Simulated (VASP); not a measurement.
# PbSe (zincblende type) (I-4m2) in VASP: single point with PBE

Aim: the single point of PbSe (zincblende type) with PBE.

All numbers are computed with VASP 6.6.1; they aren't measurements. Logs are shortened: lines on timing, memory, paths and dates and some standing lists are left out, and cuts for length are marked.

## (1) The cell of the first run

Symmetry: I-4m2, No. 119, tetragonal system. The conventional cell has a = 4.954 Å, b = 4.954 Å, c = 6.694 Å, α = 90.00°, β = 90.00°, γ = 90.00°. Within 3.9 Å of Pb (site symmetry -4m2) lie 4 Se at 2.99 Å. Se (site symmetry -4m2) has 4 Pb at 2.99 Å within 3.9 Å.

## (2) Single point, PBE (z stretched by -3 % at fixed volume)

File INCAR:

```
SYSTEM = PbSe
PREC     = Accurate       ! precision mode
ENCUT    = 520            ! plane-wave cutoff, eV
EDIFF    = 1E-6           ! SCF threshold, eV
ISMEAR   = -1             ! smearing method
SIGMA    = 0.08           ! smearing width, eV
LREAL    = .False.        ! projectors in reciprocal space
LASPH    = .True.         ! aspherical terms in the spheres
NELM     = 80             ! most SCF steps
ALGO     = Normal         ! electronic algorithm
ISIF     = 2              ! what is computed and relaxed
LWAVE    = .False.        ! write WAVECAR
LCHARG   = .True.         ! write CHGCAR
GGA      = PE             ! functional
LELF     = .True.         ! ELF
LVHAR    = .True.       
NBANDS   = 17             ! bands
```

File KPOINTS:

```
Automatic mesh
0
Gamma
  11 11 11
  0 0 0
```

File POSCAR:

```
PbSe
1.0
    0.0000000000      3.5033090265      3.3468484665
    3.5033090265      0.0000000000      3.3468484665
    3.5033090265      3.5033090265      0.0000000000
Pb Se
1 1
Direct
    0.0000000000      0.0000000000      0.0000000000
    0.2500000000      0.2500000000      0.2500000000
```

Potentials or basis: VASP PAW PBE potentials, release 64 (Pb_d, Se).

On the command line:

```sh
cat potpaw_PBE.64/Pb_d/POTCAR potpaw_PBE.64/Se/POTCAR > POTCAR
mpirun -np 1 vasp_std > vasp.out
```

OUTCAR:

```text
SYSTEM = PbSe
   PREC = Accurate
   ENCUT = 520
   EDIFF = 1E-6
   ISMEAR = -1
   LREAL = .False.
   LASPH = .True.
   NELM = 80
   ISIF = 2
   GGA = PE

 ion  position               nearest neighbor table
   1  0.000  0.000  0.000-   2 2.99   2 2.99   2 2.99   2 2.99
   2  0.250  0.250  0.250-   1 2.99   1 2.99   1 2.99   1 2.99

  LATTYP: Found a body centered tetragonal cell.
 ALAT       =     4.9544271385
 C/A-ratio  =     1.3510536629

  Lattice vectors:

 A1 = (   0.0000000000,  -3.5033090265,  -3.3468484665)
 A2 = (   0.0000000000,   3.5033090265,  -3.3468484665)
 A3 = (   3.5033090265,   0.0000000000,   3.3468484665)

Analysis of symmetry for initial positions (statically):
=====================================================================
 Subroutine PRICEL returns:
 Original cell was already a primitive cell.

 Routine SETGRP: Setting up the symmetry group for a
 body centered tetragonal supercell.

 Subroutine GETGRP returns: Found  8 space group operations
 (whereof  8 operations were pure point group operations)
 out of a pool of 16 trial point group operations.

The static configuration has the point symmetry D_2d.

Analysis of symmetry for dynamics (positions and initial velocities):
=====================================================================
 Subroutine PRICEL returns:
 Original cell was already a primitive cell.

 Routine SETGRP: Setting up the symmetry group for a
 body centered tetragonal supercell.

 Subroutine GETGRP returns: Found  8 space group operations
 (whereof  8 operations were pure point group operations)
 out of a pool of 16 trial point group operations.

The dynamic configuration has the point symmetry D_2d.

 Subroutine INISYM returns: Found  8 space group operations
 (whereof  8 operations are pure point group operations),
 and found     1 'primitive' translations

----------------------------------------------------------------------------------------

                                     Primitive cell

  volume of cell :      82.1529

  direct lattice vectors                    reciprocal lattice vectors
     0.000000000  3.503309027  3.346848467    -0.142722208  0.142722208  0.149394275
     3.503309027  0.000000000  3.346848467     0.142722208 -0.142722208  0.149394275
     3.503309027  3.503309027  0.000000000     0.142722208  0.142722208 -0.149394275

  length of vectors
[... 72 lines left out ...]
 SYSTEM =  PbSe
   PREC   = accura    normal or accurate (medium, high low for compatibility)
   ISTART =      0    job   : 0-new  1-cont  2-samecut
   ICHARG =      2    charge: 1-file 2-atom 10-const
   ISPIN  =      1    spin polarized calculation?
   LNONCOLLINEAR =      F non collinear calculations
   LSORBIT =      F    spin-orbit coupling
   LASPH  =      T    aspherical Exc in radial PAW
   ENCUT  =  520.0 eV  38.22 Ry    6.18 a.u.   9.01  9.01  9.21*2*pi/ulx,y,z
   NELM   =     80;   NELMIN=  2; NELMDL= -5     # of ELM steps
   EDIFF  = 0.1E-05   stopping-criterion for ELM
   LREAL  =      F    real-space projection
   EDIFFG = 0.1E-04   stopping-criterion for IOM
   NSW    =      0    number of steps for IOM
   IBRION =     -1    ionic relax: 0-MD 1-quasi-New 2-CG
   NFREE  =      0    steps in history (QN), initial steepest desc. (CG)
   ISIF   =      2    stress and relaxation
   ISYM   =      2    0-nonsym 1-usesym 2-fastsym
   POTIM  = 0.5000    time-step for ionic-motion
   TEBEG  =    0.0;   TEEND  =   0.0 temperature during run
   PSTRESS=    0.0 pullay stress
   NELECT =      20.0000    total number of electrons
   NUPDOWN=      -1.0000    fix difference up-down
   EMIN   =  10.00;   EMAX   =-10.00  energy-range for DOS
   EFERMI =   0.00;   METHOD = LEGACY
   ISMEAR =    -1;   SIGMA  =   0.08  broadening in eV -4-tet -1-fermi 0-gaus
   EFERMI_NEDOS =   21; number of points for ismear=-14 and -15
   IALGO  =     38    algorithm
   IMIX   =      4    mixing-type and parameters
     AMIX     =   0.40;   BMIX     =  1.00
     AMIX_MAG =   1.60;   BMIX_MAG =  1.00
  volume/ion in A,a.u.               =      41.08       277.20
  Fermi-wavevector in a.u.,A,eV,Ry     =   1.022219  1.931713 14.217152  1.044931
  Thomas-Fermi vector in A             =   2.155886
   LORBIT       =      0    0 simple, 1 ext, 2 COOP (PROOUT), +10 PAW based schemes
   GGA     = PE    functional components
   LHFCALC =     F    Hartree Fock is set to
   AEXX    =    0.0000 exact exchange contribution
   IVDW    =     0    specifies the selected vdW correction
   LEPSILON=     F    determine dielectric tensor
   LRPA    =     F    only Hartree local field effects (RPA)
 non-spin polarized calculation
  energy-cutoff  :      520.00
  volume of cell :       82.15
 maximum number of plane-waves:      2238
   NGX = 17   NGY = 17   NGZ = 19

 number of electron      19.9999998 magnetization

 Free energy of the ion-electron system (eV)
  ---------------------------------------------------
  ext. energy  EPLUGINS =         0.00000000
  ---------------------------------------------------
  free energy    TOTEN  =        -7.83789923 eV

  energy without entropy =       -7.83744303  energy(sigma->0) =       -7.83767113

 E-fermi :   2.5118     XC(G=0):  -7.6389

 val. band max:        2.1548805826   @ k =  -0.2727   0.1818   0.4545
 cond. band min:       2.7763636411   @ k =   0.4545   0.4545   0.0000
 fundamental gap:      0.6214830585
 Fermi energy:         2.5117824880

 k-point     1 :       0.0000    0.0000    0.0000
  band No.  band energies     occupation
      1     -14.6532      2.00000
      2     -14.6532      2.00000
      3     -14.6420      2.00000
      4     -14.6282      2.00000
      5     -14.6176      2.00000
      6     -10.5042      2.00000
[... 457 lines left out ...]
      4     -14.6265      2.00000
      5     -14.6175      2.00000
      6     -10.1642      2.00000
[... 9 lines left out ...]
     16       9.4515      0.00000
     17      12.1087      0.00000

 [... further k-points ...]
[... 5 lines left out ...]
  --------------------------------------------------------------------------------------
  -------------------------------------------------------------------------------------
  Total       -0.0638453     -0.0638453      0.0173730      0.0000000     -0.0000000      0.0000000
  in kB       -1.2451346     -1.2451346      0.3388145      0.0000000     -0.0000000      0.0000000
  external PRESSURE =      -0.7171516 kB  Pullay stress =       0.0000000 kB

 VOLUME and BASIS-vectors are now :
 -----------------------------------------------------------------------------
  energy-cutoff  :      520.00
  volume of cell :       82.15
      direct lattice vectors                 reciprocal lattice vectors
     0.000000000  3.503309027  3.346848467    -0.142722208  0.142722208  0.149394275
     3.503309027  0.000000000  3.346848467     0.142722208 -0.142722208  0.149394275
     3.503309027  3.503309027  0.000000000     0.142722208  0.142722208 -0.149394275

 POSITION                                       TOTAL-FORCE (eV/Angst)
 -----------------------------------------------------------------------------------
      0.00000      0.00000      0.00000         0.000000      0.000000      0.000000
      1.75165      1.75165      1.67342        -0.000000     -0.000000      0.000000
 -----------------------------------------------------------------------------------
    total drift:                                0.000001      0.000001     -0.000001

  FREE ENERGIE OF THE ION-ELECTRON SYSTEM (eV)
  ---------------------------------------------------
  free  energy   TOTEN  =        -7.8378992312 eV

  energy  without entropy=       -7.8374430291  energy(sigma->0) =       -7.83767113
```

OSZICAR:

```text
N       E                     dE             d eps       ncg     rms          rms(c)
DAV:   1     0.160800291113E+03    0.16080E+03   -0.90865E+03  4292   0.109E+03
DAV:   2     0.552482062561E+01   -0.15528E+03   -0.14994E+03  4551   0.288E+02
DAV:   3    -0.794044855456E+01   -0.13465E+02   -0.13364E+02  5593   0.921E+01
DAV:   4    -0.829515576046E+01   -0.35471E+00   -0.35448E+00  5121   0.188E+01
DAV:   5    -0.830803387889E+01   -0.12878E-01   -0.12878E-01  5928   0.332E+00    0.302E+00
DAV:   6    -0.783615314518E+01    0.47188E+00   -0.12835E+00  6456   0.650E+00    0.167E+00
DAV:   7    -0.783148656344E+01    0.46666E-02   -0.15982E-01  4572   0.171E+00    0.894E-01
DAV:   8    -0.783726803992E+01   -0.57815E-02   -0.18608E-02  4774   0.144E+00    0.142E-01
DAV:   9    -0.783734228646E+01   -0.74247E-04   -0.58362E-03  5627   0.583E-01    0.104E-01
DAV:  10    -0.783777098587E+01   -0.42870E-03   -0.67866E-04  4347   0.181E-01    0.346E-02
DAV:  11    -0.783788147978E+01   -0.11049E-03   -0.20763E-04  5024   0.108E-01    0.165E-02
DAV:  12    -0.783789703780E+01   -0.15558E-04   -0.37409E-05  4939   0.546E-02    0.472E-03
DAV:  13    -0.783789878871E+01   -0.17509E-05   -0.19637E-06  4854   0.119E-02    0.268E-03
DAV:  14    -0.783789923118E+01   -0.44247E-06   -0.11225E-06  3933   0.747E-03
   1 F= -.78378992E+01 E0= -.78376711E+01  d E =-.456202E-03
```

stdout:

```text
POSCAR found type information on POSCAR PbSe
 POSCAR found :  2 types and       2 ions
 scaLAPACK will be used
 LDA part: xc-table for (Slater+PW92), standard interpolation
 POSCAR, INCAR and KPOINTS ok, starting setup
 FFT: planning ... GRIDC
 FFT: planning ... GRID_SOFT
 FFT: planning ... GRID
 WAVECAR not read
 entering main loop
```

Run time: 3.3 min. Hardware: 1 thread of Intel Xeon Platinum 8259CL at 2.50GHz (Skylake/Cascade Lake), shared host; peak memory 0.34 GiB.

Results:

| Quantity | Value |
| --- | --- |
| Free energy | -7.8379 eV |
| Pressure | -0.1 GPa |
| Band gap on the k mesh | 0.62 eV, indirect (least direct gap 1.18 eV) |

Stress tensor (GPa, compression positive):
```
-0.12  0.00  0.00
 0.00 -0.12  0.00
 0.00  0.00  0.03
```

Caveat: spin-orbit coupling is left out, which moves the levels of the heavy elements. A k mesh can miss the band edges.
